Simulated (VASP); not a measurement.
# Cs (Fm-3m) in VASP: notebook

Cs is run at these levels: LDA; tasks: single point, relaxation of cell and atoms.

Program: VASP 6.6.1. These are calculated values, not measurements. Logs are shortened: lines on timing, memory, paths and dates and some standing lists are left out, and cuts for length are marked.

## (1) The cell of the first run

It takes space group Fm-3m (No. 225, cubic). The conventional cell has a = 7.211 Å, b = 7.211 Å, c = 7.211 Å, α = 90.00°, β = 90.00°, γ = 90.00°.

This isn't the form of Cs at room conditions, which is bcc.

## (2) Single point, LDA

File INCAR:

```
SYSTEM = Cs
  PREC = Accurate
  ENCUT = 500
  EDIFF = 1E-6
  ISMEAR = -1
  SIGMA = 0.1
  LREAL = .FALSE.
  LASPH = .TRUE.
  NELM = 120
  ALGO = Normal
  ISIF = 2
  LWAVE = .FALSE.
  LCHARG = .FALSE.
  GGA = CA
  NBANDS = 10
  GGA_COMPAT = .FALSE.
```

File KPOINTS:

```
Automatic mesh
0
G
  9 9 9
  0 0 0
```

File POSCAR:

```
Cs
1.0
    0.0000000000      3.6056363098      3.6056363098
    3.6056363098      0.0000000000      3.6056363098
    3.6056363098      3.6056363098      0.0000000000
Cs
1
Direct
    0.0000000000      0.0000000000      0.0000000000
```

Potentials or basis: VASP PAW LDA potentials, release 64 (Cs_sv).

Command:

```console
$ cat potpaw_LDA.64/Cs_sv/POTCAR > POTCAR
$ mpirun -np 1 vasp_std > vasp.out
```

OUTCAR:

```text
SYSTEM = Cs
   PREC = Accurate
   ENCUT = 500
   EDIFF = 1E-6
   ISMEAR = -1
   LREAL = .FALSE.
   LASPH = .TRUE.
   NELM = 120
   ISIF = 2
   GGA = CA

 ion  position               nearest neighbor table
   1  0.000  0.000  0.000-

  LATTYP: Found a face centered cubic cell.
 ALAT       =     7.2112726196

  Lattice vectors:

 A1 = (   0.0000000000,   3.6056363098,   3.6056363098)
 A2 = (   3.6056363098,   0.0000000000,   3.6056363098)
 A3 = (   3.6056363098,   3.6056363098,   0.0000000000)

Analysis of symmetry for initial positions (statically):
=====================================================================
 Subroutine PRICEL returns:
 Original cell was already a primitive cell.

 Routine SETGRP: Setting up the symmetry group for a
 face centered cubic supercell.

 Subroutine GETGRP returns: Found 48 space group operations
 (whereof 48 operations were pure point group operations)
 out of a pool of 48 trial point group operations.

The static configuration has the point symmetry O_h .

Analysis of symmetry for dynamics (positions and initial velocities):
=====================================================================
 Subroutine PRICEL returns:
 Original cell was already a primitive cell.

 Routine SETGRP: Setting up the symmetry group for a
 face centered cubic supercell.

 Subroutine GETGRP returns: Found 48 space group operations
 (whereof 48 operations were pure point group operations)
 out of a pool of 48 trial point group operations.

The dynamic configuration has the point symmetry O_h .

 Subroutine INISYM returns: Found 48 space group operations
 (whereof 48 operations are pure point group operations),
 and found     1 'primitive' translations

----------------------------------------------------------------------------------------

                                     Primitive cell

  volume of cell :      93.7510

  direct lattice vectors                    reciprocal lattice vectors
     0.000000000  3.605636310  3.605636310    -0.138671779  0.138671779  0.138671779
     3.605636310  0.000000000  3.605636310     0.138671779 -0.138671779  0.138671779
     3.605636310  3.605636310  0.000000000     0.138671779  0.138671779 -0.138671779

  length of vectors
     5.099139770  5.099139770  5.099139770     0.240186566  0.240186566  0.240186566

  position of ions in fractional coordinates (direct lattice)
     0.000000000  0.000000000  0.000000000

  ion indices of the primitive-cell ions
   primitive index   ion index
                 1           1

----------------------------------------------------------------------------------------

 KPOINTS: Automatic mesh

Automatic generation of k-mesh.
 Grid dimensions read from file:
 generate k-points for:    9    9    9

 Generating k-lattice:

  Cartesian coordinates                     Fractional coordinates (reciprocal lattice)
    -0.015407975  0.015407975  0.015407975     0.111111111  0.000000000  0.000000000
     0.015407975 -0.015407975  0.015407975     0.000000000  0.111111111  0.000000000
     0.015407975  0.015407975 -0.015407975     0.000000000  0.000000000  0.111111111

  Length of vectors
     0.026687396  0.026687396  0.026687396

  Shift w.r.t. Gamma in fractional coordinates (k-lattice)
     0.000000000  0.000000000  0.000000000

 Subroutine IBZKPT returns following result:
 ===========================================

 Found     35 irreducible k-points:

 Following reciprocal coordinates:
            Coordinates               Weight
  0.000000  0.000000  0.000000      1.000000
  0.111111  0.000000  0.000000      8.000000
  0.222222  0.000000  0.000000      8.000000
  0.333333  0.000000  0.000000      8.000000
  0.444444  0.000000  0.000000      8.000000
  0.111111  0.111111  0.000000      6.000000
[... 16 lines left out ...]
 -0.333333  0.333333  0.000000     12.000000
  0.444444  0.444444  0.000000      6.000000
 [... further k-points ...]
   k-points           NKPTS =     35   k-points in BZ     NKDIM =     35   number of bands    NBANDS=     10
   number of dos      NEDOS =    301   number of ions     NIONS =      1
   total plane-waves  NPLWV =  64000
   dimension x,y,z NGX =    40 NGY =   40 NGZ =   40
   dimension x,y,z NGXF=    80 NGYF=   80 NGZF=   80
   ions per type =               1
   NGX,Y,Z   is equivalent  to a cutoff of  13.04, 13.04, 13.04 a.u.
   NGXF,Y,Z  is equivalent  to a cutoff of  26.08, 26.08, 26.08 a.u.
 SYSTEM =  Cs
   PREC   = accura    normal or accurate (medium, high low for compatibility)
   ISTART =      0    job   : 0-new  1-cont  2-samecut
   ICHARG =      2    charge: 1-file 2-atom 10-const
   ISPIN  =      1    spin polarized calculation?
   LNONCOLLINEAR =      F non collinear calculations
   LSORBIT =      F    spin-orbit coupling
   LASPH  =      T    aspherical Exc in radial PAW
   ENCUT  =  500.0 eV  36.75 Ry    6.06 a.u.   9.30  9.30  9.30*2*pi/ulx,y,z
   NELM   =    120;   NELMIN=  2; NELMDL= -5     # of ELM steps
   EDIFF  = 0.1E-05   stopping-criterion for ELM
   LREAL  =      F    real-space projection
   EDIFFG = 0.1E-04   stopping-criterion for IOM
   NSW    =      0    number of steps for IOM
   IBRION =     -1    ionic relax: 0-MD 1-quasi-New 2-CG
   NFREE  =      0    steps in history (QN), initial steepest desc. (CG)
   ISIF   =      2    stress and relaxation
   ISYM   =      2    0-nonsym 1-usesym 2-fastsym
   POTIM  = 0.5000    time-step for ionic-motion
   TEBEG  =    0.0;   TEEND  =   0.0 temperature during run
   PSTRESS=    0.0 pullay stress
   NELECT =       9.0000    total number of electrons
   NUPDOWN=      -1.0000    fix difference up-down
   EMIN   =  10.00;   EMAX   =-10.00  energy-range for DOS
   EFERMI =   0.00;   METHOD = LEGACY
   ISMEAR =    -1;   SIGMA  =   0.10  broadening in eV -4-tet -1-fermi 0-gaus
   EFERMI_NEDOS =   21; number of points for ismear=-14 and -15
   IALGO  =     38    algorithm
   IMIX   =      4    mixing-type and parameters
     AMIX     =   0.40;   BMIX     =  1.00
     AMIX_MAG =   1.60;   BMIX_MAG =  1.00
  volume/ion in A,a.u.               =      93.75       632.66
  Fermi-wavevector in a.u.,A,eV,Ry     =   0.749601  1.416541  7.645145  0.561902
  Thomas-Fermi vector in A             =   1.846159
   LORBIT       =      0    0 simple, 1 ext, 2 COOP (PROOUT), +10 PAW based schemes
   GGA     = CA    functional components
   LHFCALC =     F    Hartree Fock is set to
   AEXX    =    0.0000 exact exchange contribution
   IVDW    =     0    specifies the selected vdW correction
   LEPSILON=     F    determine dielectric tensor
   LRPA    =     F    only Hartree local field effects (RPA)
 non-spin polarized calculation
  energy-cutoff  :      500.00
  volume of cell :       93.75
 maximum number of plane-waves:      2421
 NGX is ok and might be reduce to    40
   NGX = 19   NGY = 19   NGZ = 19

 number of electron       9.0000001 magnetization

 Free energy of the ion-electron system (eV)
  ---------------------------------------------------
  ext. energy  EPLUGINS =         0.00000000
  ---------------------------------------------------
  free energy    TOTEN  =        -1.01472404 eV

  energy without entropy =       -0.97550747  energy(sigma->0) =       -0.99511575

 E-fermi :   0.8394     XC(G=0):  -6.0933

 val. band max:        0.7659802254   @ k =   0.4444   0.2222   0.0000
 cond. band min:       0.8472277103   @ k =  -0.4444   0.1111   0.0000
 fundamental gap:      0.0812474848
 Fermi energy:         0.8394132112

 k-point     1 :       0.0000    0.0000    0.0000
  band No.  band energies     occupation
      1     -22.8705      2.00000
      2      -9.5604      2.00000
      3      -9.5604      2.00000
      4      -9.5604      2.00000
      5      -1.0519      2.00000
      6       3.3420      0.00000
      7       3.3420      0.00000
      8       3.3420      0.00000
      9       4.6425      0.00000
     10       4.6425      0.00000

 k-point     2 :       0.1111    0.0000    0.0000
  band No.  band energies     occupation
      1     -22.8686      2.00000
      2      -9.5946      2.00000
      3      -9.5647      2.00000
      4      -9.5647      2.00000
      5      -0.8910      2.00000
      6       3.0848      0.00000
      7       3.4143      0.00000
      8       3.4143      0.00000
      9       4.5129      0.00000
     10       4.5129      0.00000

 k-point     3 :       0.2222    0.0000    0.0000
  band No.  band energies     occupation
      1     -22.8638      2.00000
      2      -9.6787      2.00000
      3      -9.5755      2.00000
      4      -9.5755      2.00000
      5      -0.4497      1.99999
      6       2.6119      0.00000
      7       3.4748      0.00000
      8       3.4748      0.00000
      9       4.4743      0.00000
     10       4.4743      0.00000

 k-point     4 :       0.3333    0.0000    0.0000
  band No.  band energies     occupation
      1     -22.8583      2.00000
      2      -9.7706      2.00000
      3      -9.5877      2.00000
      4      -9.5877      2.00000
      5       0.1415      1.99814
      6       2.2060      0.00000
      7       3.3324      0.00000
      8       3.3324      0.00000
      9       4.9090      0.00000
     10       4.9090      0.00000

 k-point     5 :       0.4444    0.0000    0.0000
  band No.  band energies     occupation
      1     -22.8547      2.00000
      2      -9.8286      2.00000
      3      -9.5956      2.00000
      4      -9.5956      2.00000
      5       0.6238      1.79256
      6       1.9569      0.00003
      7       3.2005      0.00000
      8       3.2005      0.00000
      9       5.5107      0.00000
     10       5.5108      0.00000

 k-point     6 :       0.1111    0.1111    0.0000
  band No.  band energies     occupation
      1     -22.8679      2.00000
      2      -9.5938      2.00000
      3      -9.5721      2.00000
      4      -9.5721      2.00000
      5      -0.8376      2.00000
      6       3.0120      0.00000
      7       3.4533      0.00000
      8       3.4533      0.00000
      9       4.1689      0.00000
     10       4.7336      0.00000
[... 183 lines left out ...]
 k-point    21 :       0.4444    0.3333    0.0000
  band No.  band energies     occupation
      1     -22.8512      2.00000
      2      -9.7882      2.00000
      3      -9.6580      2.00000
      4      -9.6438      2.00000
      5       0.8508      0.94323
      6       1.8711      0.00007
      7       2.5158      0.00000
      8       4.4564      0.00000
      9       4.7948      0.00000
     10       5.7018      0.00000

 k-point    22 :      -0.4444    0.3333    0.0000
  band No.  band energies     occupation
      1     -22.8496      2.00000
      2      -9.7851      2.00000
      3      -9.6995      2.00000
      4      -9.6400      2.00000
      5       1.2621      0.02877
      6       1.7943      0.00014
      7       2.4393      0.00000
      8       4.2291      0.00000
      9       4.5783      0.00000
     10       5.6155      0.00000

 k-point    23 :      -0.3333    0.3333    0.0000
  band No.  band energies     occupation
      1     -22.8501      2.00000
      2      -9.7464      2.00000
      3      -9.7440      2.00000
      4      -9.6249      2.00000
      5       1.5453      0.00172
      6       1.6901      0.00040
      7       2.3047      0.00000
      8       3.9438      0.00000
      9       4.5635      0.00000
     10       5.0845      0.00000

 k-point    24 :       0.4444    0.4444    0.0000
  band No.  band energies     occupation
      1     -22.8495      2.00000
      2      -9.8113      2.00000
      3      -9.6560      2.00000
      4      -9.6560      2.00000
      5       0.9092      0.66436
      6       1.7515      0.00022
      7       2.6468      0.00000
      8       5.1833      0.00000
      9       5.1833      0.00000
     10       5.6105      0.00000

 [... further k-points ...]

------------------------ aborting loop because EDIFF is reached ----------------------------------------

  FORCE on cell =-STRESS in cart. coord.  units (eV):
  Direction    XX          YY          ZZ          XY          YZ          ZX
  --------------------------------------------------------------------------------------
  -------------------------------------------------------------------------------------
  Total        0.0268617      0.0268617      0.0268617     -0.0000000     -0.0000000      0.0000000
  in kB        0.4590581      0.4590581      0.4590581     -0.0000000     -0.0000000      0.0000000
  external PRESSURE =       0.4590581 kB  Pullay stress =       0.0000000 kB

 VOLUME and BASIS-vectors are now :
 -----------------------------------------------------------------------------
  energy-cutoff  :      500.00
  volume of cell :       93.75
      direct lattice vectors                 reciprocal lattice vectors
     0.000000000  3.605636310  3.605636310    -0.138671779  0.138671779  0.138671779
     3.605636310  0.000000000  3.605636310     0.138671779 -0.138671779  0.138671779
     3.605636310  3.605636310  0.000000000     0.138671779  0.138671779 -0.138671779

 POSITION                                       TOTAL-FORCE (eV/Angst)
 -----------------------------------------------------------------------------------
      0.00000      0.00000      0.00000         0.000000      0.000000      0.000000
 -----------------------------------------------------------------------------------
    total drift:                               -0.000000     -0.000000     -0.000000

  FREE ENERGIE OF THE ION-ELECTRON SYSTEM (eV)
  ---------------------------------------------------
  free  energy   TOTEN  =        -1.0147240356 eV

  energy  without entropy=       -0.9755074669  energy(sigma->0) =       -0.99511575
```

Run time: 30 s. Hardware: 1 thread of Intel Xeon 8259CL, shared host; peak memory 0.2 GiB.

What came out:

| Quantity | Value |
| --- | --- |
| Free energy | -1.0147 eV |
| Pressure | 0.0 GPa |
| Band gap on the k mesh | zero (an odd number of electrons rules out a gap without spin polarisation) |

Caveat: spin-orbit coupling is left out, which moves the levels of the heavy elements.

## (3) Relaxation of cell and atoms, LDA, target pressure 0.061 GPa, at which the enthalpy is minimised

File INCAR:

```
SYSTEM = Cs
  PREC = Accurate
  ENCUT = 500
  EDIFF = 1E-7
  ISMEAR = -1
  SIGMA = 0.1
  LREAL = .FALSE.
  LASPH = .TRUE.
  NELM = 120
  ALGO = Normal
  ISIF = 3
  LWAVE = .FALSE.
  LCHARG = .FALSE.
  IBRION = 2
  NSW = 60
  EDIFFG = -0.005
  PSTRESS = 0.61
  GGA_COMPAT = .FALSE.
  NELMIN = 4
```

File KPOINTS:

```
regular mesh
0
G
  9 9 9
  0 0 0
```

POSCAR is that of step 2.

Potentials or basis: VASP PAW LDA potentials, release 64 (Cs_sv).

Command:

```console
$ cat potpaw_LDA.64/Cs_sv/POTCAR > POTCAR
$ mpirun -np 1 vasp_std > vasp.out
```

Run time: 70 s. Hardware: 1 thread of Intel Xeon 8259CL, shared host; peak memory 0.2 GiB.

The run converged. Its results:

```
Free energy                                                : -1.0146 eV
Relaxed volume                                             : 93.36 Å³/atom
Relaxed cell                                               : a = 5.092 Å, b = 5.092 Å, c = 5.092 Å, α = 60.00°, β = 60.00°, γ = 60.00°
Space group after relaxing (to 0.1 Å)                      : Fm-3m (No. 225)
Energy change on relaxing (the run minimises the enthalpy) : +0.1 meV/atom
Ionic steps                                                : 3
Pressure after relaxing                                    : 0.1 GPa
Band gap on the k mesh                                     : zero (an odd number of electrons rules out a gap without spin polarisation)
```

The path:
| step | energy change (eV) | largest force (eV/Å) | pressure (GPa) | volume (Å³) |
| --- | --- | --- | --- | --- |
| 1 | 0.0000 | 0.0000 | 0.05 | 93.75 |
| 2 | 0.0000 | 0.0000 | 0.05 | 93.65 |
| 3 | 0.0001 | 0.0000 | 0.06 | 93.36 |

Final structure:
```
Cs
1.0
     0.00000    3.60061    3.60061
     3.60061    0.00000    3.60061
     3.60061    3.60061    0.00000
Cs
1
Direct
  0.00000 0.00000 0.00000
```

Levels at points of the mesh, in eV from the Fermi level:
| k point | band 3 | band 4 | band 5 | band 6 | band 7 | band 8 |
| --- | --- | --- | --- | --- | --- | --- |
| (0.00, 0.00, 0.00) | -10.40 | -10.40 | -1.90 | 2.51 | 2.51 | 2.51 |

Caveat: the cell is relaxed towards a set pressure, so the run minimises the enthalpy, not the energy; spin-orbit coupling is left out, which moves the levels of the heavy elements.

## (4) Relaxation of cell and atoms, LDA, target pressure 0.061 GPa, at which the enthalpy is minimised

File INCAR:

```
ALGO = Normal
EDIFF = 1E-7
EDIFFG = -0.005
ENCUT = 500
GGA_COMPAT = F
IBRION = 2
ISIF = 3
ISMEAR = -1
LASPH = T
LCHARG = F
LREAL = F
LWAVE = F
NELM = 120
NELMIN = 4
NSW = 32
PREC = Accurate
PSTRESS = 0.61
SIGMA = 0.1
```

File KPOINTS:

```
k-points
0
Gamma
  9 9 9
```

POSCAR is that of step 3.

Command:

```console
$ cat potpaw_LDA.64/Cs_sv/POTCAR > POTCAR
$ mpirun -np 1 vasp_std > vasp.out
```

Wall time 80 s (1 thread of Intel Xeon 8259CL, shared host); peak memory 0.2 GiB.

The run converged. Its results:

```
Free energy                                                : -1.0146 eV
Relaxed volume                                             : 93.36 Å³/atom
Relaxed cell                                               : a = 5.092 Å, b = 5.092 Å, c = 5.092 Å, α = 60.00°, β = 60.00°, γ = 60.00°
Space group after relaxing (to 0.1 Å)                      : Fm-3m (No. 225)
Energy change on relaxing (the run minimises the enthalpy) : +0.1 meV/atom
Ionic steps                                                : 3
Pressure after relaxing                                    : 0.1 GPa
Band gap on the k mesh                                     : zero (an odd number of electrons rules out a gap without spin polarisation)
```

The path:
```
step  energy change (eV)  largest force (eV/Å)  pressure (GPa)  volume (Å³)
   1              0.0000                0.0000            0.05        93.75
   2              0.0000                0.0000            0.05        93.65
   3              0.0001                0.0000            0.06        93.36
```

Final structure:
```yaml
crystal:
  lattice:
    - [0.00000, 3.60061, 3.60061]
    - [3.60061, 0.00000, 3.60061]
    - [3.60061, 3.60061, 0.00000]
  atoms:
    - { symbol: Cs, position: [0.00000, 0.00000, 0.00000] }
```

Levels at points of the mesh, in eV from the Fermi level:
```csv
k point,band 1,band 2,band 3,band 4,band 5,band 6,band 7,band 8
"(0.00, 0.00, 0.00)",-23.71,-10.40,-10.40,-10.40,-1.90,2.51,2.51,2.51
```

Caveat: the cell is relaxed towards a set pressure, so the run minimises the enthalpy, not the energy; spin-orbit coupling is left out, which moves the levels of the heavy elements.
